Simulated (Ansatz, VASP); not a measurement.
**HfO2 in VASP and in Ansatz**

```
CELL_PARAMETERS angstrom
0.00000 2.39713 2.45562
2.39713 0.00000 2.45562
2.39713 2.39713 0.00000
ATOMIC_POSITIONS crystal
Hf 0.00000 0.00000 0.00000
O 0.25000 0.25000 0.25000
O 0.75000 0.75000 0.75000
```

Alike in both runs: task single point; functional PBEsol; k mesh 8 × 8 × 8; occupations gaussian, width 0.05 eV; no spin polarisation.

|  | VASP | Ansatz |
| --- | --- | --- |
| version | VASP 6.6.1 | Ansatz 0.2.0 |
| potentials or method | VASP PAW PBE potentials, release 64 (Hf_pv, O), cutoff 520 eV | scalar-relativistic, plane waves, PAW |
| valence electrons in the cell | 22 | 38 |

|  | VASP | Ansatz | Ansatz less VASP |
| --- | --- | --- | --- |
| gap on the k mesh at the Fermi level (eV) | 3.77 | 3.72 | -0.051 |
| least direct gap on the mesh (eV) | 3.90 | 3.84 | -0.063 |

VASP's potentials were made for PBE, not for PBEsol. With one functional, cell and mesh, what is left measures potentials, basis and numerics. VASP's potentials hold 22 valence electrons a cell and Ansatz's 38, so a difference there can come from the potentials and not from the codes.

Spin-orbit coupling is off throughout.
